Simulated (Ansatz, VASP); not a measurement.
## Two plane-wave programs on Fe

File INCAR:

```
SYSTEM = Fe
PREC = Accurate
ENCUT = 520
EDIFF = 1E-6
ISMEAR = -1
SIGMA = 0.05
LREAL = .False.
LASPH = .True.
NELM = 150
ALGO = Normal
ISIF = 2
LWAVE = .False.
LCHARG = .False.
ISPIN = 2
MAGMOM = 6
LORBIT = 11
NUPDOWN = 6.0
LMAXMIX = 4
GGA = PE
NBANDS = 14
```

File KPOINTS:

```
regular mesh
0
Gamma
  11 11 11
  0 0 0
```

POSCAR

```
Fe
1.0
    0.0000000000      1.9417396906      1.9651051623
    1.4984397099      0.0000000000      1.9651051623
    1.4984397099      1.9417396906      0.0000000000
Fe
1
Direct
    0.0000000000      0.0000000000      0.0000000000
```

input.yaml

```yaml
crystal:
  lattice:
    - [0.0, 1.9417396906, 1.9651051623]
    - [1.4984397099, 0.0, 1.9651051623]
    - [1.4984397099, 1.9417396906, 0.0]
  atoms:
    - { symbol: Fe, position: [0.0, 0.0, 0.0], spin: 6.0 }
hamiltonian:
  xc: pbe
  pseudopotentials: { kind: paw }
magnetization:
  spin_polarized: true
  initial_magnetization: 6.0
  spin_locking: { lock_magnetization: hard }
kpoints:
  mp_grid: { grid: [11, 11, 11] }
scf:
  occupations: { method: fermi_dirac, width: 0.05 }
  lower_state_search: "off"
output:
  forces: true
  stress: true
  eigenvalues: true
```

Alike in both runs: task single point; functional PBE; k mesh 11 × 11 × 11; occupations fermi-dirac, width 0.05 eV; collinear spin; fixed moment 6 μB.

|  | VASP | Ansatz |
| --- | --- | --- |
| version | VASP 6.6.1 | Ansatz 0.2.0 |
| potentials or method | VASP PAW PBE potentials, release 64 (Fe) | Ansatz PAW |
| plane-wave cutoff (eV) | 520 | 420 |
| valence electrons in the cell | 8 | 16 |

Ansatz gave:

- net moment per atom (μB): 6.00
- size of the moment on the site where the two differ most (μB): 4.98

Task: Which values does VASP return?

Result: net moment per atom (μB): 6.00; size of the moment on the site where the two differ most (μB): 5.53.

Site moments also hang on the region over which each program counts them. VASP's potentials hold 8 valence electrons a cell and Ansatz's 16, so a difference there can come from the potentials and not from the codes.
